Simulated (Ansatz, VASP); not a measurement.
# Be in VASP and in Ansatz

File INCAR:

```
PREC     = Accurate       # precision mode
ENCUT    = 520            # plane-wave cutoff, eV
EDIFF    = 1E-7           # SCF threshold, eV
ISMEAR   = -1             # smearing method
SIGMA    = 0.1            # smearing width, eV
LREAL    = False          # projectors in reciprocal space
LASPH    = True           # aspherical terms in the spheres
NELM     = 60             # most SCF steps
ALGO     = Normal         # electronic algorithm
ISIF     = 2              # what is computed and relaxed
LWAVE    = False          # write WAVECAR
LCHARG   = False          # write CHGCAR
GGA      = PE             # functional
NBANDS   = 9              # bands
```

File KPOINTS:

```
Automatic mesh
0
Gamma
  15 15 15
```

POSCAR

```
Be
1.0
    0.0000000000      2.3469600750      2.3469600750
    2.3469600750      0.0000000000      2.3469600750
    2.3469600750      2.3469600750      0.0000000000
Be
2
Direct
   -0.1250000000     -0.1250000000     -0.1250000000
    0.1250000000      0.1250000000      0.1250000000
```

Input for Ansatz:

```yaml
crystal:
  lattice:
    - [0.0, 2.346960075, 2.346960075]
    - [2.346960075, 0.0, 2.346960075]
    - [2.346960075, 2.346960075, 0.0]
  atoms:
    - { symbol: Be, position: [-0.125, -0.125, -0.125] }
    - { symbol: Be, position: [0.125, 0.125, 0.125] }
kpoints:
  mp_grid: { grid: [15, 15, 15] }
scf:
  occupations: { method: fermi_dirac, width: 0.1 }
hamiltonian:
  xc: pbe
  pseudopotentials: { kind: all_electron, lapw: { basis_error: 0.001 } }
output:
  forces: true
  stress: true
  eigenvalues: true
  populations: true
```

Change from the starting cell: volume scaled by 0.88, LAPW.

Alike in both runs: task single point; functional PBE; k mesh 15 × 15 × 15; occupations fermi-dirac, width 0.1 eV; no spin polarisation.

|  | VASP | Ansatz |
| --- | --- | --- |
| version | VASP 6.6.1 | Ansatz 0.2.0 |
| potentials or method | VASP PAW PBE potentials, release 64 (Be), cutoff 520 eV | all-electron LAPW, scalar-relativistic |

|  | VASP | Ansatz | Ansatz less VASP |
| --- | --- | --- | --- |
| pressure (GPa) | 7.0 | 7.0 | -0.05 |

Ansatz ran all-electron here, and VASP with PAW potentials.
